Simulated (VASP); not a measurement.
Input of a VASP 6.6.1 run:

The input INCAR:

```
  ALGO = Normal
  EDIFF = 1E-6
  ENCUT = 500
  GGA = PE
  GGA_COMPAT = F
  ISIF = 2
  ISMEAR = 0
  ISPIN = 2
  LASPH = T
  LCHARG = T
  LELF = T
  LMAXMIX = 6
  LORBIT = 11
  LREAL = F
  LVHAR = T
  LWAVE = F
  MAGMOM = 0 1 1
  NBANDS = 28
  NELM = 200
  PREC = Accurate
  SIGMA = 0.1
```

The input KPOINTS:

```
k-points
0
Gamma
  6 6 6
```

File POSCAR:

```
ErNb2
1.0
    4.9317827996      0.0000000000      0.0000000000
   -2.4658913998      4.2710491904      0.0000000000
    0.0000000000      0.0000000000      3.0638461693
Er Nb
1 2
Direct
    0.0000000000      0.0000000000      0.0000000000
    0.3333333333      0.6666666667      0.5000000000
    0.6666666667      0.3333333333      0.5000000000
```

Potentials or basis: VASP PAW PBE potentials, release 64 (Er_3, Nb_sv), 4f in core.

Launch:

```sh
$ cat potpaw_PBE.64/Er_3/POTCAR potpaw_PBE.64/Nb_sv/POTCAR > POTCAR
$ mpirun -np 1 vasp_std > vasp.out
```

(1) Predict the net moment.

(2) What does it give for the pressure?

## Answers

(1) 0.00 μB per cell.

(2) 0.2 GPa.

Caveat: the magnetic or orbital state may not be the lowest; the moments typed at the start vanished in this run.
